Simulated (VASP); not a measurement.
Here is a VASP 6.6.1 calculation.

Contents of INCAR:

```
PREC     = Accurate       # precision mode
ENCUT    = 520            # plane-wave cutoff, eV
EDIFF    = 1E-6           # SCF threshold, eV
ISMEAR   = 0              # smearing method
SIGMA    = 0.05           # smearing width, eV
LREAL    = F              # projectors in reciprocal space
LASPH    = T              # aspherical terms in the spheres
NELM     = 80             # most SCF steps
ALGO     = Normal         # electronic algorithm
ISIF     = 2              # what is computed and relaxed
LWAVE    = F              # write WAVECAR
LCHARG   = F              # write CHGCAR
GGA      = PS             # functional
NBANDS   = 28             # bands
```

KPOINTS

```
regular mesh
0
Gamma
  8 8 8
```

File POSCAR:

```
SrTiO3
1.0
    3.7743865313      0.0000000000      0.0000000000
    0.0000000000      3.7743865313      0.0000000000
    0.0000000000      0.0000000000      3.7743865313
Sr Ti O
1 1 3
Direct
    0.0000000000      0.0000000000      0.0000000000
    0.5000000000      0.5000000000      0.5000000000
    0.0000000000      0.5000000000      0.5000000000
    0.5000000000      0.0000000000      0.5000000000
    0.5000000000      0.5000000000      0.0000000000
```

Potentials or basis: VASP PAW PBE potentials, release 64 (Sr_sv, Ti_sv, O).

Run with:

```console
$ cat potpaw_PBE.64/Sr_sv/POTCAR potpaw_PBE.64/Ti_sv/POTCAR potpaw_PBE.64/O/POTCAR > POTCAR
$ mpirun -np 1 vasp_std > vasp.out
```

(1) Predict the pressure.

(2) Predict the band gap on the k mesh.

Results:

(1) 21.6 GPa.

(2) 1.97 eV (least direct gap 2.24 eV).

Caveat: the cell differs from its parent crystal (strain -0.030 along x and y, -0.030 along z); the cell stands under pressure; the PAW data sets were made with another functional, which shifts forces and pressure a little.
